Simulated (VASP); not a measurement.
# C (I4_1/acd) in VASP: a series of runs

Runs on C. Level: PBE. Tasks: single point.

Program: VASP 6.6.1. These are calculated values, not measurements. Logs are shortened: lines on timing, memory, paths and dates and some standing lists are left out, and cuts for length are marked.

**1. The cell of the first run**

It takes space group I4_1/acd (No. 142, tetragonal). The conventional cell has a = 5.645 Å, b = 5.645 Å, c = 3.901 Å, α = 90.00°, β = 90.00°, γ = 90.00°. Within 2.0 Å of C (site symmetry -4) lie 6 C at 1.51 to 1.95 Å. C (site symmetry 2) has 4 C at 1.51 to 1.54 Å within 2.0 Å.

The cell was generated, and may not be a known phase.

**2. Single point, PBE**

File INCAR:

```
PREC     = Accurate       # precision mode
ENCUT    = 520            # plane-wave cutoff, eV
EDIFF    = 1E-6           # SCF threshold, eV
ISMEAR   = 0              # smearing method
SIGMA    = 0.1            # smearing width, eV
LREAL    = False          # projectors in reciprocal space
LASPH    = True           # aspherical terms in the spheres
NELM     = 60             # most SCF steps
ALGO     = Normal         # electronic algorithm
ISIF     = 2              # what is computed and relaxed
LWAVE    = False          # write WAVECAR
LCHARG   = False          # write CHGCAR
GGA      = PE             # functional
NBANDS   = 36             # bands
```

File KPOINTS:

```
regular mesh
0
Gamma
  6 6 6
```

File POSCAR:

```
C
1.0
   -2.8224454100      2.8224454100      1.9505504500
    2.8224454100     -2.8224454100      1.9505504500
    2.8224454100      2.8224454100     -1.9505504500
C
12
Direct
    0.5000000000      0.5000000000      0.0000000000
    0.2500000000      0.7500000000      0.5000000000
    0.7500000000      0.2500000000      0.5000000000
    0.0000000000      0.0000000000      0.0000000000
    0.8943320400      0.8943320400      0.2886640900
    0.6056679600      0.6056679600      0.7113359100
    0.6443320400      0.8556679600      0.5000000000
    0.3556679600      0.1443320400      0.5000000000
    0.8556679600      0.3556679600      0.2113359100
    0.1443320400      0.6443320400      0.7886640900
    0.1056679600      0.3943320400      0.0000000000
    0.3943320400      0.1056679600      0.0000000000
```

Potentials or basis: VASP PAW PBE potentials, release 64 (C).

Started as:

```
$ cat potpaw_PBE.64/C/POTCAR > POTCAR
$ mpirun -np 1 vasp_std > vasp.out
```

OUTCAR:

```text
PREC = Accurate
   ENCUT = 520
   EDIFF = 1E-6
   ISMEAR = 0
   LREAL = False
   LASPH = True
   NELM = 60
   ISIF = 2
   GGA = PE

 ion  position               nearest neighbor table
   1  0.500  0.500  0.000-  11 1.51  12 1.51   5 1.51   6 1.51   4 1.95   4 1.95
   2  0.250  0.750  0.500-   7 1.51   8 1.51   9 1.51  10 1.51   3 1.95   3 1.95
   3  0.750  0.250  0.500-   7 1.51   8 1.51  10 1.51   9 1.51   2 1.95   2 1.95
   4  0.000  0.000  0.000-  11 1.51  12 1.51   6 1.51   5 1.51   1 1.95   1 1.95
   5  0.894  0.894  0.289-   1 1.51   4 1.51   7 1.54   8 1.54
   6  0.606  0.606  0.711-   4 1.51   1 1.51   7 1.54   8 1.54
   7  0.644  0.856  0.500-   2 1.51   3 1.51   5 1.54   6 1.54
   8  0.356  0.144  0.500-   2 1.51   3 1.51   5 1.54   6 1.54
   9  0.856  0.356  0.211-   2 1.51   3 1.51  11 1.54  12 1.54
  10  0.144  0.644  0.789-   3 1.51   2 1.51  11 1.54  12 1.54
  11  0.106  0.394  0.000-   1 1.51   4 1.51   9 1.54  10 1.54
  12  0.394  0.106  0.000-   1 1.51   4 1.51   9 1.54  10 1.54

  LATTYP: Found a body centered tetragonal cell.
 ALAT       =     5.6448908200
 C/A-ratio  =     0.6910852706

  Lattice vectors:

 A1 = (  -2.8224454100,   2.8224454100,   1.9505504500)
 A2 = (   2.8224454100,  -2.8224454100,   1.9505504500)
 A3 = (   2.8224454100,   2.8224454100,  -1.9505504500)

Analysis of symmetry for initial positions (statically):
=====================================================================
 Subroutine PRICEL returns:
 Original cell was already a primitive cell.

 Routine SETGRP: Setting up the symmetry group for a
 body centered tetragonal supercell.

 Subroutine GETGRP returns: Found 16 space group operations
 (whereof  4 operations were pure point group operations)
 out of a pool of 16 trial point group operations.

The static configuration has the point symmetry S_4 .
 The point group associated with its full space group is D_4h.

Analysis of symmetry for dynamics (positions and initial velocities):
=====================================================================
 Subroutine PRICEL returns:
 Original cell was already a primitive cell.

 Routine SETGRP: Setting up the symmetry group for a
 body centered tetragonal supercell.

 Subroutine GETGRP returns: Found 16 space group operations
 (whereof  4 operations were pure point group operations)
 out of a pool of 16 trial point group operations.

The dynamic configuration has the point symmetry S_4 .
 The point group associated with its full space group is D_4h.

 Subroutine INISYM returns: Found 16 space group operations
 (whereof  4 operations are pure point group operations),
 and found     1 'primitive' translations

----------------------------------------------------------------------------------------

                                     Primitive cell

  volume of cell :      62.1539

  direct lattice vectors                    reciprocal lattice vectors
    -2.822445410  2.822445410  1.950550450     0.000000000  0.177151345  0.256337897
     2.822445410 -2.822445410  1.950550450     0.177151345  0.000000000  0.256337897
     2.822445410  2.822445410 -1.950550450     0.177151345  0.177151345  0.000000000

  length of vectors
     4.442639220  4.442639220  4.442639220     0.311595437  0.311595437  0.250529834

  position of ions in fractional coordinates (direct lattice)
     0.500000000  0.500000000  0.000000000
     0.250000000  0.750000000  0.500000000
     0.750000000  0.250000000  0.500000000
     0.000000000  0.000000000  0.000000000
     0.894332040  0.894332040  0.288664090
     0.605667960  0.605667960  0.711335910
     0.644332040  0.855667960  0.500000000
     0.355667960  0.144332040  0.500000000
     0.855667960  0.355667960  0.211335910
     0.144332040  0.644332040  0.788664090
     0.105667960  0.394332040  0.000000000
     0.394332040  0.105667960  0.000000000

  ion indices of the primitive-cell ions
   primitive index   ion index
                 1           1
                 2           2
                 3           3
                 4           4
                 5           5
                 6           6
                 7           7
                 8           8
                 9           9
                10          10
                11          11
                12          12

----------------------------------------------------------------------------------------

 KPOINTS: regular mesh

Automatic generation of k-mesh.
 Grid dimensions read from file:
 generate k-points for:    6    6    6

 Generating k-lattice:

  Cartesian coordinates                     Fractional coordinates (reciprocal lattice)
     0.000000000  0.029525224  0.042722983     0.166666667  0.000000000  0.000000000
     0.029525224  0.000000000  0.042722983     0.000000000  0.166666667  0.000000000
     0.029525224  0.029525224  0.000000000     0.000000000  0.000000000  0.166666667

  Length of vectors
     0.051932573  0.051932573  0.041754972

  Shift w.r.t. Gamma in fractional coordinates (k-lattice)
     0.000000000  0.000000000  0.000000000

 Subroutine IBZKPT returns following result:
 ===========================================

 Found     30 irreducible k-points:

 Following reciprocal coordinates:
            Coordinates               Weight
  0.000000  0.000000  0.000000      1.000000
  0.166667  0.000000 -0.000000      8.000000
  0.333333  0.000000 -0.000000      8.000000
  0.500000  0.000000 -0.000000      4.000000
  0.166667  0.166667 -0.000000      8.000000
  0.333333  0.166667 -0.000000     16.000000
[... 16 lines left out ...]
 -0.333333 -0.333333  0.166667      8.000000
 -0.166667 -0.333333  0.166667      8.000000
 [... further k-points ...]
   k-points           NKPTS =     30   k-points in BZ     NKDIM =     30   number of bands    NBANDS=     36
   number of dos      NEDOS =    301   number of ions     NIONS =     12
   total plane-waves  NPLWV =  46656
   dimension x,y,z NGX =    36 NGY =   36 NGZ =   36
   dimension x,y,z NGXF=    72 NGYF=   72 NGZF=   72
   ions per type =              12
   NGX,Y,Z   is equivalent  to a cutoff of  13.47, 13.47, 13.47 a.u.
   NGXF,Y,Z  is equivalent  to a cutoff of  26.94, 26.94, 26.94 a.u.
 SYSTEM =  unknown system
   PREC   = accura    normal or accurate (medium, high low for compatibility)
   ISTART =      0    job   : 0-new  1-cont  2-samecut
   ICHARG =      2    charge: 1-file 2-atom 10-const
   ISPIN  =      1    spin polarized calculation?
   LNONCOLLINEAR =      F non collinear calculations
   LSORBIT =      F    spin-orbit coupling
   LASPH  =      T    aspherical Exc in radial PAW
   ENCUT  =  520.0 eV  38.22 Ry    6.18 a.u.   8.26  8.26  8.26*2*pi/ulx,y,z
   NELM   =     60;   NELMIN=  2; NELMDL= -5     # of ELM steps
   EDIFF  = 0.1E-05   stopping-criterion for ELM
   LREAL  =      F    real-space projection
   EDIFFG = 0.1E-04   stopping-criterion for IOM
   NSW    =      0    number of steps for IOM
   IBRION =     -1    ionic relax: 0-MD 1-quasi-New 2-CG
   NFREE  =      0    steps in history (QN), initial steepest desc. (CG)
   ISIF   =      2    stress and relaxation
   ISYM   =      2    0-nonsym 1-usesym 2-fastsym
   POTIM  = 0.5000    time-step for ionic-motion
   TEBEG  =    0.0;   TEEND  =   0.0 temperature during run
   PSTRESS=    0.0 pullay stress
   NELECT =      48.0000    total number of electrons
   NUPDOWN=      -1.0000    fix difference up-down
   EMIN   =  10.00;   EMAX   =-10.00  energy-range for DOS
   EFERMI =   0.00;   METHOD = LEGACY
   ISMEAR =     0;   SIGMA  =   0.10  broadening in eV -4-tet -1-fermi 0-gaus
   EFERMI_NEDOS =   21; number of points for ismear=-14 and -15
   IALGO  =     38    algorithm
   IMIX   =      4    mixing-type and parameters
     AMIX     =   0.40;   BMIX     =  1.00
     AMIX_MAG =   1.60;   BMIX_MAG =  1.00
  volume/ion in A,a.u.               =       5.18        34.95
  Fermi-wavevector in a.u.,A,eV,Ry     =   1.501986  2.838342 30.694216  2.255961
  Thomas-Fermi vector in A             =   2.613285
   LORBIT       =      0    0 simple, 1 ext, 2 COOP (PROOUT), +10 PAW based schemes
   GGA     = PE    functional components
   LHFCALC =     F    Hartree Fock is set to
   AEXX    =    0.0000 exact exchange contribution
   IVDW    =     0    specifies the selected vdW correction
   LEPSILON=     F    determine dielectric tensor
   LRPA    =     F    only Hartree local field effects (RPA)
 non-spin polarized calculation
 Gauss-broadening in eV      SIGMA  =   0.10
  energy-cutoff  :      520.00
  volume of cell :       62.15
 maximum number of plane-waves:      1691
 NGX is ok and might be reduce to    36
   NGX = 17   NGY = 17   NGZ = 17

 number of electron      47.9999998 magnetization

 Free energy of the ion-electron system (eV)
  ---------------------------------------------------
  ext. energy  EPLUGINS =         0.00000000
  ---------------------------------------------------
  free energy    TOTEN  =       -78.57942532 eV

  energy without entropy =      -78.57723294  energy(sigma->0) =      -78.57832913

 E-fermi :  12.7535     XC(G=0): -13.7894

 val. band max:       12.6565665959   @ k =   0.5000   0.5000  -0.0000
 cond. band min:      12.7629375154   @ k =  -0.3333   0.3333   0.0000
 fundamental gap:      0.1063709195
 Fermi energy:        12.7534601967

 k-point     1 :       0.0000    0.0000    0.0000
  band No.  band energies     occupation
      1     -12.0262      2.00000
      2      -7.0152      2.00000
      3      -4.6005      2.00000
      4      -4.2993      2.00000
      5      -4.2993      2.00000
      6      -2.8312      2.00000
[... 28 lines left out ...]
     35      20.7710      0.00000
     36      21.6741      0.00000

 k-point     2 :       0.1667    0.0000   -0.0000
  band No.  band energies     occupation
      1     -11.7175      2.00000
      2      -7.1558      2.00000
      3      -5.3079      2.00000
      4      -4.8536      2.00000
      5      -4.1923      2.00000
      6      -3.8240      2.00000
[... 28 lines left out ...]
     35      20.6319      0.00000
     36      22.0881      0.00000

 k-point     3 :       0.3333    0.0000   -0.0000
  band No.  band energies     occupation
      1     -10.7987      2.00000
      2      -7.2873      2.00000
      3      -7.2050      2.00000
      4      -6.0517      2.00000
      5      -4.7821      2.00000
      6      -3.9415      2.00000
[... 28 lines left out ...]
     35      21.6350      0.00000
     36      22.2846      0.00000
[... 742 lines left out ...]
 k-point    23 :      -0.3333   -0.3333    0.1667
  band No.  band energies     occupation
      1      -8.8961      2.00000
      2      -8.8777      2.00000
      3      -8.5089      2.00000
      4      -5.8897      2.00000
      5      -5.7552      2.00000
      6      -4.5034      2.00000
[... 28 lines left out ...]
     35      21.3016      0.00000
     36      21.5425      0.00000

 k-point    24 :      -0.1667   -0.3333    0.1667
  band No.  band energies     occupation
      1     -10.0446      2.00000
      2      -7.9877      2.00000
      3      -7.4929      2.00000
      4      -5.8329      2.00000
      5      -5.2228      2.00000
      6      -5.0839      2.00000
[... 28 lines left out ...]
     35      21.5832      0.00000
     36      22.4934      0.00000

 [... further k-points ...]

------------------------ aborting loop because EDIFF is reached ----------------------------------------

  FORCE on cell =-STRESS in cart. coord.  units (eV):
  Direction    XX          YY          ZZ          XY          YZ          ZX
  --------------------------------------------------------------------------------------
  -------------------------------------------------------------------------------------
  Total       53.3508402     53.3508402     15.4822385      0.0000000      0.0000000      0.0000000
  in kB     1375.2560540   1375.2560540    399.0947869      0.0000000      0.0000000      0.0000000
  external PRESSURE =    1049.8689650 kB  Pullay stress =       0.0000000 kB

 VOLUME and BASIS-vectors are now :
 -----------------------------------------------------------------------------
  energy-cutoff  :      520.00
  volume of cell :       62.15
      direct lattice vectors                 reciprocal lattice vectors
    -2.822445410  2.822445410  1.950550450     0.000000000  0.177151345  0.256337897
     2.822445410 -2.822445410  1.950550450     0.177151345  0.000000000  0.256337897
     2.822445410  2.822445410 -1.950550450     0.177151345  0.177151345  0.000000000

 POSITION                                       TOTAL-FORCE (eV/Angst)
 -----------------------------------------------------------------------------------
      0.00000      0.00000      1.95055         0.000000     -0.000000      0.000000
      2.82245      0.00000      0.97528         0.000000     -0.000000      0.000000
      0.00000      2.82245      0.97528         0.000000     -0.000000      0.000000
      0.00000      0.00000      0.00000         0.000000     -0.000000      0.000000
      0.81474      0.81474      2.92583        -0.767421     -0.767421     -0.000000
      2.00771      2.00771      0.97528         0.767421      0.767421      0.000000
      2.00771      0.81474      1.95055         0.767421     -0.767421     -0.000000
      0.81474      2.00771      0.00000        -0.767421      0.767421      0.000000
     -0.81474      2.00771      1.95055         0.767421      0.767421      0.000000
      3.63718      0.81474     -0.00000        -0.767421     -0.767421     -0.000000
      0.81474     -0.81474      0.97528        -0.767421      0.767421      0.000000
     -0.81474      0.81474      0.97528         0.767421     -0.767421      0.000000
 -----------------------------------------------------------------------------------
    total drift:                                0.000000      0.000000      0.000000

  FREE ENERGIE OF THE ION-ELECTRON SYSTEM (eV)
  ---------------------------------------------------
  free  energy   TOTEN  =       -78.5794253202 eV

  energy  without entropy=      -78.5772329366  energy(sigma->0) =      -78.57832913
```

It took 57 s on 1 thread of Intel Xeon Platinum 8259CL at 2.50GHz (Skylake/Cascade Lake), shared host; peak memory 0.21 GiB.

Results:

```
Free energy            : -78.5794 eV
Pressure               : 105.0 GPa
Largest force          : 1.085 eV/Å
Band gap on the k mesh : zero (bands 24 and 25 overlap by 0.34 eV)
```

Forces in eV/Å, atoms in the order of the input:
```
C    0.000  0.000  0.000
C    0.000  0.000  0.000
C    0.000  0.000  0.000
C    0.000  0.000  0.000
C   -0.767 -0.767  0.000
C    0.767  0.767  0.000
C    0.767 -0.767  0.000
C   -0.767  0.767  0.000
C    0.767  0.767  0.000
C   -0.767 -0.767  0.000
C   -0.767  0.767  0.000
C    0.767 -0.767  0.000
```

Caveat: the stress differs along the axes, from 40 to 138 GPa; forces of over 1 eV/Å act on the atoms, so gaps and moduli don't describe the material at rest.

**3. Single point, PBE**

This run uses another cell than the first one, of 6.32 Å³/atom.

File INCAR:

```
PREC = Accurate ; ENCUT = 520
EDIFF = 1E-7 ; ISMEAR = 0
SIGMA = 0.02 ; LREAL = False
LASPH = True ; NELM = 100
ALGO = Normal ; ISIF = 2
LWAVE = False ; LCHARG = True
GGA = PE ; LELF = True
LVHAR = True ; NBANDS = 36
```

File KPOINTS:

```
regular mesh
0
Gamma
  12 12 12
```

File POSCAR:

```
C
1.0
   -3.2366802674      3.2366802674      1.8085667540
    3.2366802674     -3.2366802674      1.8085667540
    3.2366802674      3.2366802674     -1.8085667540
C
12
Direct
    0.0000000000      0.0000000000      0.0000000000
    0.7500000000      0.2500000000      0.5000000000
    0.2500000000      0.7500000000      0.5000000000
    0.5000000000      0.5000000000      0.0000000000
    0.3927735615      0.3927735615      0.2855471230
    0.1072264385      0.1072264385      0.7144528770
    0.1427735615      0.3572264385      0.5000000000
    0.8572264385      0.6427735615      0.5000000000
    0.3572264385      0.8572264385      0.2144528770
    0.6427735615      0.1427735615      0.7855471230
    0.6072264385      0.8927735615      0.0000000000
    0.8927735615      0.6072264385      0.0000000000
```

Potentials or basis: VASP PAW PBE potentials, release 64 (C).

Started as:

```
$ cat potpaw_PBE.64/C/POTCAR > POTCAR
$ mpirun -np 1 vasp_std > vasp.out
```

Run time: 7 min. Hardware: 1 thread of Intel Xeon Platinum 8259CL at 2.50GHz (Skylake/Cascade Lake), shared host; peak memory 0.42 GiB.

Results (log left out):

* Free energy: -85.6621 eV
* Pressure: 0.3 GPa
* Largest force: 0.027 eV/Å
* Band gap on the k mesh: 0.49 eV (least direct gap 0.89 eV)

Forces on the atoms (eV/Å):
```
C    0.000  0.000  0.000
C    0.000  0.000  0.000
C    0.000  0.000  0.000
C    0.000  0.000  0.000
C    0.019  0.019  0.000
C   -0.019 -0.019  0.000
C   -0.019  0.019  0.000
C    0.019 -0.019  0.000
C   -0.019 -0.019  0.000
C    0.019  0.019  0.000
C    0.019 -0.019  0.000
C   -0.019  0.019  0.000
```

Stress tensor (GPa, compression positive):
```
0.38 0.00 0.00
0.00 0.38 0.00
0.00 0.00 0.27
```

Levels at points of the mesh, in eV from the valence-band top:
```
           k point  band 22  band 23  band 24  band 25  band 26  band 27
(0.00, 0.00, 0.00)    -1.33    -0.06     0.00     0.89     0.89     2.64
(0.50, 0.00, 0.00)    -2.22    -1.41    -1.41     1.79     1.79     2.74
(0.50, 0.50, 0.00)    -3.31    -0.50    -0.50     0.63     0.63     2.57
(0.50, 0.50, 0.50)    -2.66    -1.41    -1.41     0.86     0.86     1.55
```

Caveat: semilocal functionals underestimate gaps, and a narrow one can read as zero.

The gap in the log of VASP goes by the Fermi energy; the results here count the filled bands.